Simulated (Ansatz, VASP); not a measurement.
**Al2Cu: VASP beside Ansatz**

```
CELL_PARAMETERS angstrom
4.12116 0.00000 0.00000
0.00000 4.12116 0.00000
0.00000 0.00000 2.88473
ATOMIC_POSITIONS crystal
Al 0.50226 0.00586 0.50000
Al 0.97040 0.47416 0.50000
Cu 0.01161 0.00848 0.00000
```

Change from the starting cell: mode 4 frozen in at -0.122 Å and mode 9 at -0.106 Å (largest displacements).

Alike in both runs: task single point; functional PBE; k mesh 10 × 10 × 14; occupations gaussian, width 0.15 eV; no spin polarisation.

|  | VASP | Ansatz |
| --- | --- | --- |
| version | VASP 6.6.1 | Ansatz 0.2.0 |
| potentials or method | VASP PAW PBE potentials, release 64 (Al, Cu), cutoff 520 eV | scalar-relativistic, plane waves, PAW |
| valence electrons in the cell | 17 | 25 |

|  | VASP | Ansatz | Ansatz less VASP |
| --- | --- | --- | --- |
| gap on the k mesh at the Fermi level (eV) | none | none | - |
| pressure (GPa) | 1.6 | 1.1 | -0.50 |
| traceless stress, the component that is largest in VASP (GPa) | 0.42 | 0.42 | -0.001 |
| rms of the force components (eV/Å) | 0.540 | 0.538 | -0.0014 |

Atom by atom the forces differ by 0.003 eV/Å (rms over components). A gap of «none» marks a metal or a gap that the smearing closes. The functional is the same, so the differences come from potentials, cutoffs and numerics. VASP's potentials hold 17 valence electrons a cell and Ansatz's 25, so a difference there can come from the potentials and not from the codes.
